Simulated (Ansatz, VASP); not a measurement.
**Ca: VASP beside Ansatz**

```
Ca
1.0
     1.97128   -3.39549    0.00000
     1.97128    3.39549    0.00000
     0.00000    0.00000    6.50911
Ca
2
Direct
  0.83559 0.16441 0.25000
  0.16441 0.83559 0.75000
```

Alike in both runs: task single point; functional PBEsol; k mesh 3 × 3 × 2; occupations fermi-dirac, width 0.05 eV; no spin polarisation.

|  | VASP | Ansatz |
| --- | --- | --- |
| version | VASP 6.6.1 | Ansatz 0.2.0 |
| potentials or method | VASP PAW PBE potentials, release 64 (Ca_sv), cutoff 520 eV | all-electron LAPW, scalar-relativistic |

|  | VASP | Ansatz | Ansatz less VASP |
| --- | --- | --- | --- |
| pressure (GPa) | -1.2 | -1.2 | -0.01 |
| traceless stress, the component that is largest in VASP (GPa) | 0.76 | 0.76 | -0.002 |
| rms of the force components (eV/Å) | 0.009 | 0.009 | +0.0001 |

VASP's potentials were made for PBE, not for PBEsol. Atom by atom the forces differ by 0.000 eV/Å (rms over components). Ansatz ran all-electron here, and VASP with PAW potentials.

The k mesh is coarse, so the values compare programs but aren't converged.
